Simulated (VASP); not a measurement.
Set up this calculation in VASP 6.6.1, as the native input.

| Item | Value |
| --- | --- |
| Task | single point |
| Functional | LDA |
| Potentials or basis | VASP PAW LDA potentials, release 64 (Si) |
| Cutoff | 520 eV |
| k mesh | 12 × 12 × 6 |
| Occupations | gaussian, width 0.03 eV |
| Spin | no spin polarisation |
| Dipole correction | no |
| Further INCAR settings | ALGO = Normal; EDIFF = 1e-07; NBANDS = 16 |

The structure of Si lies in POSCAR:

```
Si
1.0
    3.9671651941      0.0000000000      0.0000000000
   -1.9835825971      3.4356658391      0.0000000000
    0.0000000000      0.0000000000      5.7750023730
Si
4
Direct
    0.3333333333      0.6666666667      0.0534951140
    0.6666666667      0.3333333333      0.5534951140
    0.3333333333      0.6666666667      0.4465048860
    0.6666666667      0.3333333333      0.9465048860
```

This isn't the form of Si at room conditions, which is diamond.

This cell differs from its parent crystal: atoms shifted along a free coordinate, c/a of the conventional cell at fixed volume 1.4557.

These files were run (other wordings do the same):

INCAR

```
SYSTEM = Si
ALGO     = Normal         ! electronic algorithm
EDIFF    = 1E-7           ! SCF threshold, eV
ENCUT    = 520            ! plane-wave cutoff, eV
GGA      = CA             ! functional
ISIF     = 2              ! what is computed and relaxed
ISMEAR   = 0              ! smearing method
LASPH    = .TRUE.         ! aspherical terms in the spheres
LCHARG   = .FALSE.        ! write CHGCAR
LREAL    = .FALSE.        ! projectors in reciprocal space
LWAVE    = .FALSE.        ! write WAVECAR
NBANDS   = 16             ! bands
NELM     = 60             ! most SCF steps
PREC     = Accurate       ! precision mode
SIGMA    = 0.03           ! smearing width, eV
```

KPOINTS

```
k-points
0
G
  12 12 6
  0 0 0
```

Potentials or basis: VASP PAW LDA potentials, release 64 (Si).

Command:

```sh
$ cat potpaw_LDA.64/Si/POTCAR > POTCAR
$ mpirun -np 1 vasp_std > vasp.out
```

Results of the run:

- Pressure: 0.4 GPa
- Largest force: 0.211 eV/Å
- Band gap on the k mesh: zero (bands 8 and 9 overlap by 0.31 eV)

Caveat: semilocal functionals underestimate gaps, so a narrow gap can read as zero.

It took 77 s on 1 thread of Intel(R) Xeon(R) Platinum 8488C (Sapphire Rapids), on a shared host, peak memory 0.2 GiB.
